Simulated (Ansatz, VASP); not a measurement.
# Two plane-wave programs on C

INCAR

```
SYSTEM = C
PREC = Accurate
ENCUT = 600
EDIFF = 1E-7
ISMEAR = 0
SIGMA = 0.1
LREAL = .False.
LASPH = .True.
NELM = 80
ALGO = Normal
ISIF = 3
LWAVE = .False.
LCHARG = .False.
GGA = PS
IBRION = 2
NSW = 100
EDIFFG = -0.01
```

KPOINTS

```
regular mesh
0
Gamma
  27 27 8
  0 0 0
```

File POSCAR:

```
C
1.0
    2.4561701622      0.0000000000      0.0000000000
   -1.2280850811      2.1271057565      0.0000000000
    0.0000000000      0.0000000000      8.5238033600
C
2
Direct
    0.3333333300      0.6666666700      0.0000000000
    0.6666666700      0.3333333300      0.0000000000
```

Input for Ansatz:

```yaml
crystal:
  lattice:
    - [2.4561701622, 0.0, 0.0]
    - [-1.2280850811, 2.1271057565, 0.0]
    - [0.0, 0.0, 8.52380336]
  atoms:
    - { symbol: C, position: [0.33333333, 0.66666667, 0.0] }
    - { symbol: C, position: [0.66666667, 0.33333333, 0.0] }
basis:
  ecutwfc: 420
kpoints:
  mp_grid: { grid: [27, 27, 8] }
hamiltonian:
  xc: pbesol
scf:
  occupations: { method: gaussian, width: 0.1 }
output:
  forces: true
  stress: true
  eigenvalues: true
relax:
  adjacent_minimum: "off"
  f_tol: 0.01
  max_steps: 80
  cell: { stress_tol: 0.05 }
```

Alike in both runs: task relaxation of cell and atoms; functional PBEsol; k mesh 27 × 27 × 8; occupations gaussian, width 0.1 eV; no spin polarisation.

|  | VASP | Ansatz |
| --- | --- | --- |
| version | VASP 6.6.1 | Ansatz 0.2.0 |
| potentials or method | VASP PAW PBE potentials, release 64 (C), cutoff 600 eV | scalar-relativistic, plane waves, PAW |
| valence electrons in the cell | 8 | 8 |

Ansatz gave:

```
gap on the k mesh at the Fermi level, each at its own relaxed structure (eV) : none
relaxed volume (Å³/atom)                                                     : 22.31
relaxed cell length with the largest relative difference (Å)                 : 8.523
```

Question: Estimate VASP's values.

Answer: gap on the k mesh at the Fermi level, each at its own relaxed structure (eV): none; relaxed volume (Å³/atom): 15.98; relaxed cell length with the largest relative difference (Å): 6.102.

VASP's potentials were made for PBE, not for PBEsol. A gap of «none» marks a metal or a gap that the smearing closes. One of these differences is far larger than is usual between the two programs; its cause wasn't traced.

Noted on VASP's run: the volume moved by over 15 % at a fixed basis, so the end points are rough.
